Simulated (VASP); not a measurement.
# SiNi (Pnma) in VASP: single point with PBEsol

Aim: the single point of SiNi with PBEsol.

Program: VASP 6.6.1. These are calculated values, not measurements. Logs are shortened: lines on timing, memory, paths and dates and some standing lists are left out, and cuts for length are marked.

### Step 1. The cell of the first run

The structure is orthorhombic, space group Pnma (No. 62). Conventional cell: a = 5.173 Å, b = 3.338 Å, c = 5.605 Å, α = 90.00°, β = 90.00°, γ = 90.00°. Within 3.0 Å of Ni (site symmetry m) lie 6 Si at 2.28 to 2.40 Å and 4 Ni at 2.68 to 2.69 Å. Within 3.0 Å of Si (site symmetry m) lie 6 Ni at 2.28 to 2.40 Å and 2 Si at 2.66 Å.

### Step 2. Single point, PBEsol, collinear spin, ferromagnetic start

The input, INCAR:

```
SYSTEM = SiNi
ALGO = Normal
EDIFF = 1E-6
ENCUT = 520
GGA = PS
ISIF = 2
ISMEAR = 0
ISPIN = 2
KPAR = 4
LASPH = .True.
LCHARG = .False.
LMAXMIX = 4
LORBIT = 11
LREAL = .False.
LWAVE = .False.
MAGMOM = 1 1 1 1 0 0 0 0
NBANDS = 42
NELM = 150
PREC = Accurate
SIGMA = 0.02
```

The input, KPOINTS:

```
k-points
0
Gamma
  6 10 6
  0 0 0
```

The input, POSCAR:

```
SiNi
1.0
    5.1731000000      0.0000000000      0.0000000000
    0.0000000000      3.3381000000      0.0000000000
    0.0000000000      0.0000000000      5.6049000000
Ni Si
4 4
Direct
    0.9922100000      0.7500000000      0.8124800000
    0.5077900000      0.2500000000      0.3124800000
    0.4922100000      0.7500000000      0.6875200000
    0.0077900000      0.2500000000      0.1875200000
    0.6787200000      0.2500000000      0.9175000000
    0.8212800000      0.7500000000      0.4175000000
    0.1787200000      0.2500000000      0.5825000000
    0.3212800000      0.7500000000      0.0825000000
```

Potentials or basis: VASP PAW PBE potentials, release 64 (Ni, Si).

On the command line:

```console
cat potpaw_PBE.64/Ni/POTCAR potpaw_PBE.64/Si/POTCAR > POTCAR
mpirun -np 4 vasp_std > vasp.out
```

OUTCAR:

```text
SYSTEM = SiNi
   EDIFF = 1E-6
   ENCUT = 520
   GGA = PS
   ISIF = 2
   ISMEAR = 0
   ISPIN = 2
   LASPH = .True.
   LORBIT = 11
   LREAL = .False.
   NELM = 150
   PREC = Accurate

 ion  position               nearest neighbor table
   1  0.992  0.750  0.812-   8 2.28   7 2.32   7 2.32   6 2.38   5 2.40   5 2.40   3 2.68   3 2.68
                             4 2.69   4 2.69
   2  0.508  0.250  0.312-   7 2.28   8 2.32   8 2.32   5 2.38   6 2.40   6 2.40   4 2.68   4 2.68
                             3 2.69   3 2.69
   3  0.492  0.750  0.688-   6 2.28   5 2.32   5 2.32   8 2.38   7 2.40   7 2.40   1 2.68   1 2.68
                             2 2.69   2 2.69
   4  0.008  0.250  0.188-   5 2.28   6 2.32   6 2.32   7 2.38   8 2.40   8 2.40   2 2.68   2 2.68
                             1 2.69   1 2.69
   5  0.679  0.250  0.917-   4 2.28   3 2.32   3 2.32   2 2.38   1 2.40   1 2.40   8 2.66   8 2.66

   6  0.821  0.750  0.417-   3 2.28   4 2.32   4 2.32   1 2.38   2 2.40   2 2.40   7 2.66   7 2.66

   7  0.179  0.250  0.583-   2 2.28   1 2.32   1 2.32   4 2.38   3 2.40   3 2.40   6 2.66   6 2.66

   8  0.321  0.750  0.083-   1 2.28   2 2.32   2 2.32   3 2.38   4 2.40   4 2.40   5 2.66   5 2.66

  LATTYP: Found a simple orthorhombic cell.
 ALAT       =     3.3381000000
 B/A-ratio  =     1.5497139091
 C/A-ratio  =     1.6790689314

  Lattice vectors:

 A1 = (   0.0000000000,  -3.3381000000,   0.0000000000)
 A2 = (   5.1731000000,   0.0000000000,   0.0000000000)
 A3 = (   0.0000000000,   0.0000000000,   5.6049000000)

Analysis of symmetry for initial positions (statically):
=====================================================================
 Subroutine PRICEL returns:
 Original cell was already a primitive cell.

 Routine SETGRP: Setting up the symmetry group for a
 simple orthorhombic supercell.

 Subroutine GETGRP returns: Found  8 space group operations
 (whereof  2 operations were pure point group operations)
 out of a pool of  8 trial point group operations.

The static configuration has the point symmetry S_2 .
 The point group associated with its full space group is D_2h.

Analysis of symmetry for dynamics (positions and initial velocities):
=====================================================================
 Subroutine PRICEL returns:
 Original cell was already a primitive cell.

 Routine SETGRP: Setting up the symmetry group for a
 simple orthorhombic supercell.

 Subroutine GETGRP returns: Found  8 space group operations
 (whereof  2 operations were pure point group operations)
 out of a pool of  8 trial point group operations.

The dynamic configuration has the point symmetry S_2 .
 The point group associated with its full space group is D_2h.

[... 172 lines left out ...]
  free energy    TOTEN  =       -52.22445283 eV

  energy without entropy =      -52.22369086  energy(sigma->0) =      -52.22407185

 E-fermi :  10.3227     XC(G=0): -12.3320

 val. band max:       10.3196026800   @ k =   0.3333   0.2000   0.3333
 cond. band min:      10.3239264640   @ k =   0.0000   0.3000   0.0000
 fundamental gap:      0.0043237840
 Fermi energy:        10.3227130425

 spin component 1

 k-point     1 :       0.0000    0.0000    0.0000
  band No.  band energies     occupation
      1      -2.6762      1.00000
      2       0.6437      1.00000
      3       1.9873      1.00000
      4       2.4923      1.00000
      5       3.7930      1.00000
      6       4.2733      1.00000
[... 1021 lines left out ...]
     39      17.8061      0.00000
     40      17.8061      0.00000

 [... further k-points ...]

 spin component 2

 k-point     1 :       0.0000    0.0000    0.0000
  band No.  band energies     occupation
      1      -2.6762      1.00000
      2       0.6436      1.00000
      3       1.9873      1.00000
      4       2.4923      1.00000
      5       3.7930      1.00000
      6       4.2732      1.00000
[... 1021 lines left out ...]
     39      17.8060      0.00000
     40      17.8060      0.00000

 [... further k-points ...]

 [bands above 40 left out]

------------------------ aborting loop because EDIFF is reached ----------------------------------------

  FORCE on cell =-STRESS in cart. coord.  units (eV):
  Direction    XX          YY          ZZ          XY          YZ          ZX
  --------------------------------------------------------------------------------------
  -------------------------------------------------------------------------------------
  Total       -2.0923654     -2.6008727     -2.5809477      0.0000000      0.0000000      0.0000000
  in kB      -34.6361826    -43.0538099    -42.7239798      0.0000000      0.0000000      0.0000000
  external PRESSURE =     -40.1379908 kB  Pullay stress =       0.0000000 kB

 VOLUME and BASIS-vectors are now :
 -----------------------------------------------------------------------------
  energy-cutoff  :      520.00
  volume of cell :       96.79
      direct lattice vectors                 reciprocal lattice vectors
     5.173100000  0.000000000  0.000000000     0.193307688  0.000000000  0.000000000
     0.000000000  3.338100000  0.000000000     0.000000000  0.299571613  0.000000000
     0.000000000  0.000000000  5.604900000     0.000000000  0.000000000  0.178415315

 POSITION                                       TOTAL-FORCE (eV/Angst)
 -----------------------------------------------------------------------------------
      5.13280      2.50357      4.55387        -0.024151      0.000000     -0.030359
      2.62685      0.83452      1.75142         0.024151      0.000000     -0.030359
      2.54625      2.50357      3.85348        -0.024151     -0.000000      0.030359
      0.04030      0.83452      1.05103         0.024151     -0.000000      0.030359
      3.51109      0.83452      5.14250         0.064191      0.000000     -0.036331
      4.24856      2.50357      2.34005        -0.064191      0.000000     -0.036331
      0.92454      0.83452      3.26485         0.064191      0.000000      0.036331
      1.66201      2.50357      0.46240        -0.064191      0.000000      0.036331
 -----------------------------------------------------------------------------------
    total drift:                               -0.000000      0.000000     -0.000000

  FREE ENERGIE OF THE ION-ELECTRON SYSTEM (eV)
  ---------------------------------------------------
  free  energy   TOTEN  =       -52.2244528292 eV

  energy  without entropy=      -52.2236908637  energy(sigma->0) =      -52.22407185

 total charge

# of ion       s       p       d       tot
------------------------------------------
    1        0.503   0.644   8.452   9.600
    2        0.503   0.644   8.452   9.600
    3        0.503   0.644   8.452   9.600
    4        0.503   0.644   8.452   9.600
    5        0.760   0.850   0.000   1.610
    6        0.760   0.850   0.000   1.610
    7        0.760   0.850   0.000   1.610
    8        0.760   0.850   0.000   1.610
--------------------------------------------------
tot          5.053   5.976  33.809  44.839

 magnetization (x)

# of ion       s       p       d       tot
------------------------------------------
    1        0.000  -0.000   0.000   0.000
    2        0.000  -0.000   0.000   0.000
    3        0.000  -0.000   0.000   0.000
    4        0.000  -0.000   0.000   0.000
    5       -0.000  -0.000   0.000  -0.000
    6       -0.000  -0.000   0.000  -0.000
    7       -0.000  -0.000   0.000  -0.000
    8       -0.000  -0.000   0.000  -0.000
--------------------------------------------------
tot         -0.000  -0.000   0.000   0.000
```

OSZICAR:

```text
N       E                     dE             d eps       ncg     rms          rms(c)
DAV:   1     0.369217768960E+03    0.36922E+03   -0.23722E+04 16128   0.157E+03
DAV:   2    -0.256528679839E+02   -0.39487E+03   -0.37299E+03 16156   0.341E+02
DAV:   3    -0.585773893848E+02   -0.32925E+02   -0.31412E+02 18016   0.115E+02
DAV:   4    -0.596106592144E+02   -0.10333E+01   -0.10257E+01 19580   0.188E+01
DAV:   5    -0.596423510531E+02   -0.31692E-01   -0.31671E-01 19756   0.312E+00    0.307E+01
DAV:   6    -0.705817330153E+02   -0.10939E+02   -0.11532E+02 18928   0.163E+02    0.396E+01
DAV:   7    -0.522781142954E+02    0.18304E+02   -0.42400E+01 19240   0.102E+02    0.622E+00
DAV:   8    -0.523347330230E+02   -0.56619E-01   -0.52996E+00 23350   0.180E+01    0.384E+00
DAV:   9    -0.522288931355E+02    0.10584E+00   -0.51085E-01 21286   0.834E+00    0.101E+00
DAV:  10    -0.522267293706E+02    0.21638E-02   -0.16872E-02 20666   0.121E+00    0.636E-01
DAV:  11    -0.522248925206E+02    0.18369E-02   -0.17047E-03 20360   0.286E-01    0.342E-01
DAV:  12    -0.522244912829E+02    0.40124E-03   -0.88055E-04 20696   0.382E-01    0.137E-01
DAV:  13    -0.522244733176E+02    0.17965E-04   -0.10989E-04 21918   0.128E-01    0.679E-02
DAV:  14    -0.522244548751E+02    0.18442E-04   -0.30921E-05 23470   0.695E-02    0.251E-02
DAV:  15    -0.522244533059E+02    0.15692E-05   -0.78877E-06 20236   0.164E-02    0.995E-03
DAV:  16    -0.522244528292E+02    0.47674E-06   -0.34640E-07  8926   0.568E-03
   1 F= -.52224453E+02 E0= -.52224072E+02  d E =-.761965E-03  mag=     0.0000
```

Wall time 8.1 min (4 MPI ranks of Oxide Virtual Turin-like, shared host); peak memory 0.6 GiB.

What came out:

```yaml
Free_energy: -52.2245 eV
Pressure: -4.0 GPa
Largest_force: 0.074 eV/Å
Band_gap_on_the_k_mesh: zero (filled and empty bands overlap)
Net_moment: 0.00 μB per cell
Valence_electrons_inside_the_program's_atomic_spheres: Ni 9.60; Si 1.61
```

Forces in eV/Å, atoms in the order of the input:
```
Ni  -0.024  0.000 -0.030
Ni   0.024  0.000 -0.030
Ni  -0.024  0.000  0.030
Ni   0.024  0.000  0.030
Si   0.064  0.000 -0.036
Si  -0.064  0.000 -0.036
Si   0.064  0.000  0.036
Si  -0.064  0.000  0.036
```

Stress tensor (GPa, compression positive):
```
-3.46  0.00  0.00
 0.00 -4.31  0.00
 0.00  0.00 -4.27
```

Levels at points of the mesh, in eV from the Fermi level:
Spin up:
```csv
k point,band 25,band 26,band 27,band 28,band 29,band 30,band 31,band 32
"(0.00, 0.00, 0.00)",-1.85,-1.17,-0.97,-0.97,0.55,1.23,3.40,4.07
"(0.50, 0.00, 0.00)",-1.85,-1.85,0.94,0.94,1.20,1.20,3.79,3.79
"(0.00, 0.50, 0.00)",-1.85,-1.85,-1.42,-1.42,-0.61,-0.61,1.99,1.99
"(0.50, 0.50, 0.00)",-1.69,-1.69,-1.69,-1.69,0.48,0.48,0.48,0.48
"(0.00, 0.00, 0.50)",-1.48,-1.48,-0.27,-0.27,1.06,1.06,3.29,3.29
"(0.50, 0.00, 0.50)",-1.09,-1.09,0.70,0.70,2.41,2.41,2.84,2.84
"(0.00, 0.50, 0.50)",-1.95,-1.95,-1.70,-1.70,0.13,0.13,1.31,1.31
"(0.50, 0.50, 0.50)",-1.86,-1.86,-1.86,-1.86,2.55,2.55,2.55,2.55
```
Spin down:
```tsv
k point	band 26	band 27	band 28	band 29	band 30	band 31
(0.00, 0.00, 0.00)	-1.17	-0.97	-0.97	0.55	1.23	3.40
(0.50, 0.00, 0.00)	-1.85	0.94	0.94	1.20	1.20	3.79
(0.00, 0.50, 0.00)	-1.85	-1.42	-1.42	-0.61	-0.61	1.99
(0.50, 0.50, 0.00)	-1.69	-1.69	-1.69	0.48	0.48	0.48
(0.00, 0.00, 0.50)	-1.48	-0.27	-0.27	1.06	1.06	3.29
(0.50, 0.00, 0.50)	-1.09	0.70	0.70	2.41	2.41	2.84
(0.00, 0.50, 0.50)	-1.95	-1.70	-1.70	0.13	0.13	1.31
(0.50, 0.50, 0.50)	-1.86	-1.86	-1.86	2.55	2.55	2.55
```

Caveat: the cell stands under tension; the moments typed at the start vanished in this run; the PAW data sets were made with another functional, which shifts forces and pressure a little.
